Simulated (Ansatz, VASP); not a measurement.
**One calculation of WS2, two programs**

POSCAR

```
WS2
1.0
    3.1829541699      0.0000000000      0.0000000000
   -1.5914770850      2.7565191702      0.0000000000
    0.0000000000      0.0000000000     28.5322178600
W S
3 6
Direct
    0.6666666667      0.3333333333      0.4343616800
    0.6666666667      0.3333333333      0.8855337800
    0.0000000000      0.0000000000      0.6592864300
    0.6666666667      0.3333333333      0.6046252100
    0.0000000000      0.0000000000      0.3797102500
    0.0000000000      0.0000000000      0.8308482800
    0.6666666667      0.3333333333      0.7139522100
    0.0000000000      0.0000000000      0.4890304200
    0.0000000000      0.0000000000      0.9401857300
```

The input INCAR.step1:

```
SYSTEM = WS2
  PREC = Accurate
  ENCUT = 520
  ISMEAR = -1
  SIGMA = 0.05
  LREAL = .FALSE.
  LASPH = .TRUE.
  NELM = 150
  LMAXMIX = 4
  LDAU = .TRUE.
  LDAUTYPE = 2
  LDAUL = 2 -1
  LDAUU = 8 0
  LDAUJ = 0 0
  NBANDS = 49
  GGA = PE
  ALGO = Normal
  EDIFF = 1E-4
  LWAVE = .TRUE.
  LCHARG = .FALSE.
```

INCAR.step2

```
SYSTEM = WS2
  PREC = Accurate
  ENCUT = 520
  EDIFF = 1E-6
  ISMEAR = -1
  SIGMA = 0.05
  LREAL = .FALSE.
  LASPH = .TRUE.
  NELM = 150
  ALGO = Normal
  ISIF = 2
  LWAVE = .FALSE.
  LCHARG = .FALSE.
  LMAXMIX = 4
  LDAU = .TRUE.
  LDAUTYPE = 2
  LDAUL = 2 -1
  LDAUU = 8 0
  LDAUJ = 0 0
  LDAUPRINT = 1
  METAGGA = R2SCAN
  LMIXTAU = .TRUE.
  NBANDS = 49
  ISTART = 1
```

KPOINTS

```
Automatic mesh
0
G
  7 7 1
  0 0 0
```

Contents of input.yaml:

```yaml
crystal:
  lattice:
    - [3.1829541699, 0.0, 0.0]
    - [-1.591477085, 2.7565191702, 0.0]
    - [0.0, 0.0, 28.53221786]
  atoms:
    - { symbol: W, position: [0.6666666667, 0.3333333333, 0.43436168] }
    - { symbol: W, position: [0.6666666667, 0.3333333333, 0.88553378] }
    - { symbol: W, position: [0.0, 0.0, 0.65928643] }
    - { symbol: S, position: [0.6666666667, 0.3333333333, 0.60462521] }
    - { symbol: S, position: [0.0, 0.0, 0.37971025] }
    - { symbol: S, position: [0.0, 0.0, 0.83084828] }
    - { symbol: S, position: [0.6666666667, 0.3333333333, 0.71395221] }
    - { symbol: S, position: [0.0, 0.0, 0.48903042] }
    - { symbol: S, position: [0.0, 0.0, 0.94018573] }
hamiltonian:
  xc: r2scan
  pseudopotentials: { kind: paw }
  hubbard: { sites: [{ species: W, l: d, u_eff: 8.0 }] }
kpoints:
  mp_grid: { grid: [7, 7, 1] }
scf:
  occupations: { method: fermi_dirac, width: 0.05 }
  n_extra_bands: 22
output:
  forces: true
  stress: true
  eigenvalues: true
  dos: { projected: false, de: 0.05, nscf_kmesh: { grid: [11, 11, 2] } }
```

Alike in both runs: functional r2SCAN; k mesh 7 × 7 × 1; occupations fermi-dirac, width 0.05 eV; no spin polarisation; Hubbard terms W d U = 8.0 eV.

```csv
,VASP,Ansatz
version,VASP 6.6.1,Ansatz 0.2.0
potentials or method,"VASP PAW PBE potentials, release 64 (W_sv, S)",Ansatz PAW
plane-wave cutoff (eV),520,500
valence electrons in the cell,78,78
task,single point,density of states
```

Ansatz gave:

* gap on the k mesh at the Fermi level (eV): 1.68
* least direct gap on the mesh (eV): 1.75
* rms of the force components (eV/Å): 0.010

**Question.** What did VASP give for the same quantities?

**Answer.** gap on the k mesh at the Fermi level (eV): 1.71; least direct gap on the mesh (eV): 2.33; rms of the force components (eV/Å): 0.386.

VASP's potentials were made for PBE, not for r2SCAN. The programs project onto different local orbitals, so the same U acts differently, and such runs can settle in different states. Atom by atom the forces differ by 0.395 eV/Å (rms over components).

Neither program's run includes spin-orbit coupling. Noted on Ansatz's run: odd divisions of the mesh miss points on the zone boundary, where band edges often lie, so the gap on the mesh can be too wide.
